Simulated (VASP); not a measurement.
A run of VASP 6.6.1 is set up as follows.

The input INCAR:

```
SYSTEM = Mo
ALGO = Normal
EDIFF = 1E-6
ENCUT = 520
GGA = CA
ISIF = 2
ISMEAR = -1
LASPH = .TRUE.
LCHARG = .TRUE.
LELF = .TRUE.
LREAL = .FALSE.
LVHAR = .TRUE.
LWAVE = .FALSE.
NBANDS = 21
NELM = 100
PREC = Accurate
SIGMA = 0.1
```

Contents of KPOINTS:

```
k-points
0
G
  10 10 10
  0 0 0
```

POSCAR

```
Mo
1.0
    0.0000000000      2.7848743761      2.7848743761
    2.7848743761      0.0000000000      2.7848743761
    2.7848743761      2.7848743761      0.0000000000
Mo
2
Direct
    0.1250000000      0.1250000000      0.1250000000
    0.8750000000      0.8750000000      0.8750000000
```

Potentials or basis: VASP PAW LDA potentials, release 64 (Mo_sv).

Run with:

```console
$ cat potpaw_LDA.64/Mo_sv/POTCAR > POTCAR
$ mpirun -np 1 vasp_std > vasp.out
```

Problem. Predict the band gap on the k mesh.

Solution. Zero (band 14 reaches 7.71 eV, above the bottom of band 15 at 7.15 eV).

Problem. Estimate the pressure.

Solution. 0.7 GPa.
